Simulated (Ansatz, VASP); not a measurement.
**Two plane-wave programs on Sc2SbP3**

File INCAR:

```
SYSTEM = Sc2SbP3
ALGO     = Normal         ! electronic algorithm
EDIFF    = 1E-6           ! SCF threshold, eV
ENCUT    = 520            ! plane-wave cutoff, eV
GGA      = PE             ! functional
ISIF     = 2              ! what is computed and relaxed
ISMEAR   = 0              ! smearing method
LASPH    = .TRUE.         ! aspherical terms in the spheres
LCHARG   = .FALSE.        ! write CHGCAR
LREAL    = .FALSE.        ! projectors in reciprocal space
LWAVE    = .FALSE.        ! write WAVECAR
NBANDS   = 30             ! bands
NELM     = 80             ! most SCF steps
PREC     = Accurate       ! precision mode
SIGMA    = 0.1            ! smearing width, eV
```

KPOINTS

```
k-points
0
G
  6 6 2
  0 0 0
```

Contents of POSCAR:

```
Sc2SbP3
1.0
    4.3557582100      0.0000000000      0.0000000000
   -2.1778791100      3.7721972600      0.0000000000
    0.0000000000      0.0000000000      8.5560613300
Sc Sb P
2 1 3
Direct
    0.3333333300      0.6666666700      0.2478150000
    0.3333333300      0.6666666700      0.7521850000
    0.6666666700      0.3333333300      0.0000000000
    0.6666666700      0.3333333300      0.5000000000
    0.0000000000      0.0000000000      0.0000000000
    0.0000000000      0.0000000000      0.5000000000
```

Input for Ansatz:

```yaml
crystal:
  lattice:
    - [4.35575821, 0.0, 0.0]
    - [-2.17787911, 3.77219726, 0.0]
    - [0.0, 0.0, 8.55606133]
  atoms:
    - { symbol: Sc, position: [0.33333333, 0.66666667, 0.247815] }
    - { symbol: Sc, position: [0.33333333, 0.66666667, 0.752185] }
    - { symbol: Sb, position: [0.66666667, 0.33333333, 0.0] }
    - { symbol: P, position: [0.66666667, 0.33333333, 0.5] }
    - { symbol: P, position: [0.0, 0.0, 0.0] }
    - { symbol: P, position: [0.0, 0.0, 0.5] }
basis:
  ecutwfc: 420
kpoints:
  mp_grid: { grid: [6, 6, 2] }
hamiltonian:
  xc: pbe
scf:
  occupations: { method: gaussian, width: 0.1 }
  lower_state_search: "off"
output:
  forces: true
  stress: true
  eigenvalues: true
```

Change from the starting cell: species swapped into the Gd2CoNi3 type (P-6m2, No. 187).

Alike in both runs: task single point; functional PBE; k mesh 6 × 6 × 2; occupations gaussian, width 0.1 eV; no spin polarisation.

|  | VASP | Ansatz |
| --- | --- | --- |
| version | VASP 6.6.1 | Ansatz 0.2.0 |
| potentials or method | VASP PAW PBE potentials, release 64 (Sc_sv, Sb, P), cutoff 520 eV | scalar-relativistic, plane waves, PAW |
| valence electrons in the cell | 42 | 52 |

|  | VASP | Ansatz | Ansatz less VASP |
| --- | --- | --- | --- |
| gap on the k mesh at the Fermi level (eV) | none | none | - |
| pressure (GPa) | -6.4 | -6.5 | -0.10 |
| traceless stress, the component that is largest in VASP (GPa) | -7.78 | -7.74 | +0.047 |
| rms of the force components (eV/Å) | 0.196 | 0.194 | -0.0022 |

Atom by atom the forces differ by 0.002 eV/Å (rms over components). A gap of «none» marks a metal or a gap that the smearing closes. With one functional, cell and mesh, what is left measures potentials, basis and numerics. VASP's potentials hold 42 valence electrons a cell and Ansatz's 52, so a difference there can come from the potentials and not from the codes.

The k mesh is coarse, so the values compare programs but aren't converged. Spin-orbit coupling is off throughout.
